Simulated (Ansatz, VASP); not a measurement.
**Hf3GeW: VASP beside Ansatz**

File INCAR:

```
SYSTEM = Hf3GeW
PREC = Accurate
ENCUT = 600
EDIFF = 1E-6
ISMEAR = 0
SIGMA = 0.1
LREAL = .FALSE.
LASPH = .TRUE.
NELM = 80
ALGO = Normal
ISIF = 3
LWAVE = .FALSE.
LCHARG = .FALSE.
GGA = PE
IBRION = 2
NSW = 90
EDIFFG = -0.04
```

File KPOINTS:

```
regular mesh
0
G
  4 4 4
  0 0 0
```

Contents of POSCAR:

```
Hf3GeW
1.0
    4.5353933100      0.0000000000      0.0000000000
    0.0000000000      4.5353933100      0.0000000000
    0.0000000000      0.0000000000      4.5353933100
Hf Ge W
3 1 1
Direct
    0.5000000000      0.5000000000      0.0000000000
    0.0000000000      0.5000000000      0.5000000000
    0.5000000000      0.0000000000      0.5000000000
    0.5000000000      0.5000000000      0.5000000000
    0.0000000000      0.0000000000      0.0000000000
```

Input for Ansatz:

```yaml
crystal:
  lattice:
    - [4.53539331, 0.0, 0.0]
    - [0.0, 4.53539331, 0.0]
    - [0.0, 0.0, 4.53539331]
  atoms:
    - { symbol: Hf, position: [0.5, 0.5, 0.0] }
    - { symbol: Hf, position: [0.0, 0.5, 0.5] }
    - { symbol: Hf, position: [0.5, 0.0, 0.5] }
    - { symbol: Ge, position: [0.5, 0.5, 0.5] }
    - { symbol: W, position: [0.0, 0.0, 0.0] }
basis:
  ecutwfc: 420
kpoints:
  mp_grid: { grid: [4, 4, 4] }
hamiltonian:
  xc: pbe
scf:
  occupations: { method: gaussian, width: 0.1 }
  lower_state_search: "off"
output:
  forces: true
  stress: true
  eigenvalues: true
relax:
  adjacent_minimum: "off"
  f_tol: 0.04
  max_steps: 70
  cell: { stress_tol: 0.4 }
```

Change from the starting cell: species swapped into the Tb3InN type (Pm-3m, No. 221).

Alike in both runs: task relaxation of cell and atoms; functional PBE; k mesh 4 × 4 × 4; occupations gaussian, width 0.1 eV; no spin polarisation.

```csv
,VASP,Ansatz
version,VASP 6.6.1,Ansatz 0.2.0
potentials or method,"VASP PAW PBE potentials, release 64 (Hf_pv, Ge_d, W_sv), cutoff 600 eV","scalar-relativistic, plane waves, PAW"
valence electrons in the cell,58,106
```

VASP gave:

```
gap on the k mesh at the Fermi level, each at its own relaxed structure (eV) : none
relaxed volume (Å³/atom)                                                     : 22.94
relaxed length of the cell vector where the two differ most in proportion (Å)              : 4.858
```

Question: Estimate Ansatz's values.

Answer: gap on the k mesh at the Fermi level, each at its own relaxed structure (eV): none; relaxed volume (Å³/atom): 22.95; relaxed length of the cell vector where the two differ most in proportion (Å): 4.860.

A gap of «none» marks a metal or a gap that the smearing closes. VASP's potentials hold 58 valence electrons a cell and Ansatz's 106, so a difference there can come from the potentials and not from the codes.

Spin-orbit coupling is off throughout. Noted on VASP's run: the volume moved by over 15 % at a fixed basis, so the end points are rough.
